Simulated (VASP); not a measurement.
Runs of VASP 6.6.1 on TiO2. The structure is that of space group I4_1/amd (No. 141), or close to it. The cells are those of the table. 

```tsv
cell	gap on the mesh (eV)	pressure (GPa)	largest force (eV/Å)
a = 5.417 Å, angles 139.1, 139.1, 59.2°, 6 atoms	2.16	8.4	0.33
a = 5.458 Å, angles 139.4, 139.4, 58.7°, 6 atoms	2.14	5.9	0.12
a = 5.479 Å, angles 139.6, 139.6, 58.5°, 6 atoms	2.13	(a)	0.03
a = 5.437 Å, angles 139.3, 139.3, 59.0°, 6 atoms	2.15	(b)	0.22
a = 5.500 Å, angles 139.8, 139.8, 58.2°, 6 atoms	2.12	3.6	0.06
```

Alike in all rows: task single point; level PBE; potentials or basis VASP PAW PBE potentials, release 64 (Ti_sv, O); no spin polarisation; k mesh 8 × 8 × 8; cutoff (eV) 520; smearing fermi-dirac 0.05 eV.

Fill in the values left out.

(a) 4.7; (b) 7.1.

Caveats: the cell stands under pressure.

A k mesh can miss the band edges.
